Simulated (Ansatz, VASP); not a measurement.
## MoS2: VASP beside Ansatz

```
Mo S
1.0
     3.14917    0.00000    0.00000
    -1.57458    2.72726    0.00000
     0.00000    0.00000   12.08985
Mo S
2 4
Direct
  0.33333 0.66667 0.25000
  0.66667 0.33333 0.75000
  0.33333 0.66667 0.62049
  0.66667 0.33333 0.12049
  0.33333 0.66667 0.87951
  0.66667 0.33333 0.37951
```

Alike in both runs: task single point; functional PBE; dispersion D3(BJ); k mesh 12 × 12 × 4; occupations gaussian, width 0.02 eV; no spin polarisation.

```csv
,VASP,Ansatz
version,VASP 6.6.1,Ansatz 0.2.0
potentials or method,"VASP PAW PBE potentials, release 64 (Mo_sv, S), cutoff 520 eV","scalar-relativistic, plane waves, PAW"
valence electrons in the cell,52,52
```

Ansatz gave:

| Item | Value |
| --- | --- |
| gap on the k mesh at the Fermi level (eV) | 0.78 |
| least direct gap on the mesh (eV) | 1.70 |
| pressure (GPa) | 0.0 |
| rms of the force components (eV/Å) | 0.001 |

**Question.** Which values does VASP return?

**Answer.** gap on the k mesh at the Fermi level (eV): 0.80; least direct gap on the mesh (eV): 1.70; pressure (GPa): -0.1; rms of the force components (eV/Å): 0.005.

Atom by atom the forces differ by 0.006 eV/Å (rms over components).
